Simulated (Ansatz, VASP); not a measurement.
## HfO2: VASP beside Ansatz

File INCAR:

```
SYSTEM = HfO2
PREC = Accurate
ENCUT = 520
EDIFF = 1E-7
ISMEAR = -1
SIGMA = 0.05
LREAL = .False.
LASPH = .True.
NELM = 80
ALGO = Normal
ISIF = 2
LWAVE = .False.
LCHARG = .True.
GGA = RP
LELF = .True.
LVHAR = .True.
NBANDS = 56
```

File KPOINTS:

```
Automatic mesh
0
Gamma
  5 6 5
  0 0 0
```

The input POSCAR:

```
HfO2
1.0
    5.1129138024      0.0000000000      0.0000000000
    0.0000000000      4.9025969881      0.0000000000
    0.0000000000      0.0000000000      4.9299483645
Hf O
4 8
Direct
    0.9669940000      0.7325208200      0.7414403500
    0.5330060000      0.7325208200      0.2414403500
    0.4669940000      0.2674791800      0.7414403500
    0.0330060000      0.2674791800      0.2414403500
    0.6321274500      0.9286454000      0.8792672600
    0.8678725500      0.9286454000      0.3792672600
    0.2339485200      0.5398830500      0.4922923900
    0.2660514800      0.5398830500      0.9922923900
    0.7660514800      0.4601169500      0.9922923900
    0.7339485200      0.4601169500      0.4922923900
    0.1321274500      0.0713546000      0.8792672600
    0.3678725500      0.0713546000      0.3792672600
```

The input input.yaml:

```yaml
crystal:
  lattice:
    - [5.1129138024, 0.0, 0.0]
    - [0.0, 4.9025969881, 0.0]
    - [0.0, 0.0, 4.9299483645]
  atoms:
    - { symbol: Hf, position: [0.966994, 0.73252082, 0.74144035] }
    - { symbol: Hf, position: [0.533006, 0.73252082, 0.24144035] }
    - { symbol: Hf, position: [0.466994, 0.26747918, 0.74144035] }
    - { symbol: Hf, position: [0.033006, 0.26747918, 0.24144035] }
    - { symbol: O, position: [0.63212745, 0.9286454, 0.87926726] }
    - { symbol: O, position: [0.86787255, 0.9286454, 0.37926726] }
    - { symbol: O, position: [0.23394852, 0.53988305, 0.49229239] }
    - { symbol: O, position: [0.26605148, 0.53988305, 0.99229239] }
    - { symbol: O, position: [0.76605148, 0.46011695, 0.99229239] }
    - { symbol: O, position: [0.73394852, 0.46011695, 0.49229239] }
    - { symbol: O, position: [0.13212745, 0.0713546, 0.87926726] }
    - { symbol: O, position: [0.36787255, 0.0713546, 0.37926726] }
hamiltonian:
  xc: rpbe
  pseudopotentials: { kind: paw }
kpoints:
  mp_grid: { grid: [5, 6, 5] }
scf:
  occupations: { method: fermi_dirac, width: 0.05 }
output:
  forces: true
  stress: true
  eigenvalues: true
```

Alike in both runs: task single point; functional RPBE; k mesh 5 × 6 × 5; occupations fermi-dirac, width 0.05 eV; no spin polarisation.

|  | VASP | Ansatz |
| --- | --- | --- |
| version | VASP 6.6.1 | Ansatz 0.2.0 |
| potentials or method | VASP PAW PBE potentials, release 64 (Hf_pv, O) | Ansatz PAW |
| plane-wave cutoff (eV) | 520 | 420 |
| valence electrons in the cell | 88 | 152 |

```tsv
	VASP	Ansatz	Ansatz less VASP
gap on the k mesh at the Fermi level (eV)	4.73	4.77	+0.041
least direct gap on the mesh (eV)	4.92	4.95	+0.031
rms of the force components (eV/Å)	0.170	0.196	+0.0256
```

VASP's potentials were made for PBE, not for RPBE. Atom by atom the forces differ by 0.035 eV/Å (rms over components). With one functional, cell and mesh, what is left measures potentials, basis and numerics. VASP's potentials hold 88 valence electrons a cell and Ansatz's 152, so a difference there can come from the potentials and not from the codes.

Neither program's run includes spin-orbit coupling. Noted on Ansatz's run: odd divisions of the mesh miss points on the zone boundary, where band edges often lie, so the gap on the mesh can be too wide.
